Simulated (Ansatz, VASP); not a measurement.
**Two plane-wave programs on LiCl**

Contents of INCAR:

```
SYSTEM = LiCl
PREC     = Accurate       ! precision mode
ENCUT    = 600            ! plane-wave cutoff, eV
EDIFF    = 1E-6           ! SCF threshold, eV
ISMEAR   = 0              ! smearing method
SIGMA    = 0.01           ! smearing width, eV
LREAL    = .False.        ! projectors in reciprocal space
LASPH    = .True.         ! aspherical terms in the spheres
NELM     = 80             ! most SCF steps
ALGO     = Normal         ! electronic algorithm
ISIF     = 3              ! what is computed and relaxed
LWAVE    = .False.        ! write WAVECAR
LCHARG   = .False.        ! write CHGCAR
GGA      = RP             ! functional
IBRION   = 2              ! ionic algorithm
NSW      = 80             ! ionic steps
EDIFFG   = -0.05          ! ionic threshold
```

The input KPOINTS:

```
regular mesh
0
Gamma
  6 6 6
  0 0 0
```

The input POSCAR:

```
LiCl
1.0
    0.0000000000      2.5647700000      2.5647700000
    2.5647700000      0.0000000000      2.5647700000
    2.5647700000      2.5647700000      0.0000000000
Li Cl
1 1
Direct
    0.0000000000      0.0000000000      0.0000000000
    0.5000000000      0.5000000000      0.5000000000
```

Input for Ansatz:

```yaml
crystal:
  lattice:
    - [0.0, 2.56477, 2.56477]
    - [2.56477, 0.0, 2.56477]
    - [2.56477, 2.56477, 0.0]
  atoms:
    - { symbol: Li, position: [0.0, 0.0, 0.0] }
    - { symbol: Cl, position: [0.5, 0.5, 0.5] }
kpoints:
  mp_grid:
    grid: [6, 6, 6]
hamiltonian:
  xc: rpbe
  dispersion: none
scf:
  occupations:
    method: fixed
relax:
  f_tol: 0.05
  max_steps: 60
  cell: {}
```

Alike in both runs: task relaxation of cell and atoms; functional RPBE; k mesh 6 × 6 × 6; no spin polarisation.

|  | VASP | Ansatz |
| --- | --- | --- |
| version | VASP 6.6.1 | Ansatz 0.2.0 |
| potentials or method | VASP PAW PBE potentials, release 64 (Li_sv, Cl) | plane waves, PAW |
| plane-wave cutoff (eV) | 600 | 420 |
| occupations | gaussian, width 0.01 eV | fixed |
| valence electrons in the cell | 10 | 10 |

|  | VASP | Ansatz | Ansatz less VASP |
| --- | --- | --- | --- |
| relaxed volume (Å³/atom) | 18.14 | 18.18 | +0.038 |
| relaxed cell length with the largest relative difference (Å) | 3.716 | 3.719 | +0.0026 |

VASP's potentials were made for PBE, not for RPBE.

Noted on VASP's run: the cutoff is short for stress, so the pressure is rough.
